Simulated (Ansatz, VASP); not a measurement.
# One calculation of PtS2, two programs

```
S Pt
1.0
     3.54153    0.00000    0.00000
    -1.77076    3.06705    0.00000
     0.00000    0.00000   22.46707
S Pt
4 2
Cartesian
  1.7708 1.0224 4.5000
  0.0000 2.0447 6.9835
  0.8854 2.5559 10.2235
  -0.8854 3.5782 12.7071
  0.0000 0.0000 5.7418
  -0.8854 1.5335 11.4653
```

Alike in both runs: task single point; functional PBE; dispersion D3(BJ); k mesh 9 × 9 × 1; occupations gaussian, width 0.05 eV; no spin polarisation.

|  | VASP | Ansatz |
| --- | --- | --- |
| version | VASP 6.6.1 | Ansatz 0.2.0 |
| potentials or method | VASP PAW PBE potentials, release 64 (S, Pt), cutoff 520 eV | scalar-relativistic, plane waves, PAW |
| valence electrons in the cell | 44 | 60 |

Ansatz gave:

- gap on the k mesh at the Fermi level (eV): 1.30
- least direct gap on the mesh (eV): 1.43
- rms of the force components (eV/Å): 0.034

**Question.** Which values does VASP return?

**Answer.** gap on the k mesh at the Fermi level (eV): 1.30; least direct gap on the mesh (eV): 1.44; rms of the force components (eV/Å): 0.043.

VASP's potentials hold 44 valence electrons a cell and Ansatz's 60, so a difference there can come from the potentials and not from the codes.

Neither program's run includes spin-orbit coupling.
